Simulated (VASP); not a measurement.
The system is Hg.

```xyz
1
Lattice="-1.7934 1.7934 1.7934 1.7934 -1.7934 1.7934 1.7934 1.7934 -1.7934" Properties=species:S:1:pos:R:3 pbc="T T T"
Hg    0.0000    0.0000    0.0000
```

| Quantity | Value |
| --- | --- |
| Program | VASP 6.6.1 |
| Task | relaxation of cell and atoms |
| Functional | r2SCAN |
| Potentials or basis | VASP PAW PBE potentials, release 64 (Hg) |
| Cutoff | 550 eV |
| k mesh | 12 × 12 × 12 |
| Occupations | fermi-dirac, width 0.1 eV |
| Spin | no spin polarisation |

At the start: pressure 5.6 GPa; volume 23.07 Å³/atom.

Q: How do energy, volume and symmetry change on relaxing?

A: Over 4 steps the energy falls by 53.9 meV/atom and the volume is 27.08 Å³/atom (+17.4 %); space group Im-3m (No. 229, to 0.1 Å) before and after.

The path:
```tsv
step	energy change (eV)	largest force (eV/Å)	pressure (GPa)	volume (Å³)
1	0.0000	0.0000	5.62	23.07
2	-0.0510	0.0000	0.90	25.88
3	-0.0535	0.0000	-0.27	27.47
4	-0.0539	0.0000	-0.05	27.08
```

Final structure:
```
Hg
1.0
    -1.89165    1.89165    1.89165
     1.89165   -1.89165    1.89165
     1.89165    1.89165   -1.89165
Hg
1
Direct
  0.00000 0.00000 0.00000
```

Caveat: the volume moved by over 15 % at a fixed basis, so the end points are rough; the PAW data sets were made with another functional, which shifts forces and pressure a little.
